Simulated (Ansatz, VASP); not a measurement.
Two plane-wave programs on WS2

```xyz
3
Lattice="3.1458 0.0000 0.0000 -1.5729 2.7243 0.0000 0.0000 0.0000 16.9534" Properties=species:S:1:pos:R:3 pbc="T T T"
W     0.0000    1.6162    0.0000
S     1.5729    0.9081   15.3865
S     1.5729    0.9081    1.5669
```

Alike in both runs: task single point; functional PBEsol; k mesh 12 × 12 × 2; occupations gaussian, width 0.05 eV; no spin polarisation.

|  | VASP | Ansatz |
| --- | --- | --- |
| version | VASP 6.6.1 | Ansatz 0.2.0 |
| potentials or method | VASP PAW PBE potentials, release 64 (W_sv, S), cutoff 520 eV | scalar-relativistic, plane waves, PAW |
| valence electrons in the cell | 26 | 26 |

Ansatz gave:

```
gap on the k mesh at the Fermi level (eV) : 1.76
least direct gap on the mesh (eV)         : 1.89
rms of the force components (eV/Å)        : 1.672
```

Question: Estimate VASP's values.

Answer: gap on the k mesh at the Fermi level (eV): 1.76; least direct gap on the mesh (eV): 1.90; rms of the force components (eV/Å): 1.675.

VASP's potentials were made for PBE, not for PBEsol. Atom by atom the forces differ by 0.011 eV/Å (rms over components). With one functional, cell and mesh, what is left measures potentials, basis and numerics.

Spin-orbit coupling is off throughout.
